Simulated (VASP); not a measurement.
A run of VASP 6.6.1 is set up as follows.

File INCAR:

```
SYSTEM = Cd
ALGO = Fast
EDIFF = 1E-6
ENCUT = 520
GGA = CA
ISIF = 2
ISMEAR = 0
LASPH = .TRUE.
LCHARG = .TRUE.
LELF = .TRUE.
LREAL = .FALSE.
LVHAR = .TRUE.
LWAVE = .FALSE.
NBANDS = 12
NELM = 100
PREC = Accurate
SIGMA = 0.15
```

The input KPOINTS:

```
k-points
0
G
  18 18 18
  0 0 0
```

The input POSCAR:

```
Cd
1.0
   -1.7843220000      1.7843220000      1.7843220000
    1.7843220000     -1.7843220000      1.7843220000
    1.7843220000      1.7843220000     -1.7843220000
Cd
1
Direct
    0.0000000000      0.0000000000      0.0000000000
```

Potentials or basis: VASP PAW LDA potentials, release 64 (Cd).

Run with:

```bash
$ cat potpaw_LDA.64/Cd/POTCAR > POTCAR
$ mpirun -np 1 vasp_std > vasp.out
```

**Question.** What does it give for the band gap on the k mesh?

**Answer.** Zero (bands 6 and 7 overlap by 4.37 eV).

**Question.** Estimate the pressure.

**Answer.** -4.7 GPa.

Caveat: the cell stands under tension.
